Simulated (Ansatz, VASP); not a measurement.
One calculation of C, two programs

```
CELL_PARAMETERS angstrom
2.52553 0.00000 0.00000
0.00000 3.57164 0.00000
0.00000 0.00000 18.52550
ATOMIC_POSITIONS crystal
C 0.75000 0.09717 0.43833
C 0.25000 0.90283 0.43833
C 0.25000 0.61034 0.50000
C 0.75000 0.38966 0.50000
C 0.75000 0.09717 0.56167
C 0.25000 0.90283 0.56167
```

Alike in both runs: functional PBE; k mesh 12 × 8 × 1; occupations fermi-dirac, width 0.02 eV; no spin polarisation.

Ansatz relaxed the structure, and its values are those at the end. VASP's run is a single point on that final structure, the one shown.

|  | VASP | Ansatz |
| --- | --- | --- |
| version | VASP 6.6.1 | Ansatz 0.2.0 |
| potentials or method | VASP PAW PBE potentials, release 64 (C), cutoff 520 eV | all-electron LAPW, scalar-relativistic |

VASP gave:

| Quantity | Value |
| --- | --- |
| rms of the force components (eV/Å) | 0.015 |

Which values does Ansatz return?

rms of the force components (eV/Å): 0.001.

Ansatz ran all-electron here, and VASP with PAW potentials.
